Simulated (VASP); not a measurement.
## WS2: single point with PBE

Slab: WS2, a slab with vacuum.

```
W S
1.0
     3.18352    0.00000    0.00000
    -1.59176    2.75701    0.00000
     0.00000    0.00000   16.95058
W S
1 2
Direct
  0.00000 0.00000 0.00000
  0.33333 0.66667 0.09200
  0.33333 0.66667 0.90800
```

```json
{"Program": "VASP 6.6.1", "Task": "single point", "Functional": "PBE", "Potentials or basis": "VASP PAW PBE potentials, release 64 (W_sv, S)", "Cutoff": "520 eV", "k mesh": "10 × 10 × 2", "Occupations": "gaussian, width 0.016 eV", "Spin": "no spin polarisation", "Dipole correction": "no", "Further INCAR settings": "ALGO = Normal; EDIFF = 1e-06; NBANDS = 20"}
```

```json
{"Largest force": "0.263 eV/Å", "Band gap on the k mesh": "2.00 eV, indirect (least direct gap 2.16 eV)"}
```

Forces in eV/Å, atoms in the order of the input:
```
W    0.000  0.000  0.000
S    0.000  0.000  0.263
S    0.000  0.000 -0.263
```

Levels at points of the mesh, in eV from the valence-band top:
| k point | band 10 | band 11 | band 12 | band 13 | band 14 | band 15 | band 16 | band 17 |
| --- | --- | --- | --- | --- | --- | --- | --- | --- |
| (0.00, 0.00, 0.00) | -2.08 | -1.65 | -1.65 | 0.00 | 2.90 | 2.90 | 3.08 | 3.08 |
| (0.50, 0.00, 0.00) | -3.44 | -2.11 | -1.30 | -0.92 | 2.85 | 3.32 | 4.09 | 4.78 |
| (0.00, 0.00, 0.50) | -2.08 | -1.65 | -1.65 | 0.00 | 2.90 | 2.90 | 3.08 | 3.08 |
| (0.50, 0.00, 0.50) | -3.44 | -2.11 | -1.30 | -0.92 | 2.85 | 3.32 | 4.09 | 4.78 |

It took 45 s on 1 thread of Intel(R) Xeon(R) 6975P-C (Granite Rapids), on a shared host, peak memory 0.28 GiB.

Caveat: spin-orbit coupling is left out, which moves the levels of the heavy elements.
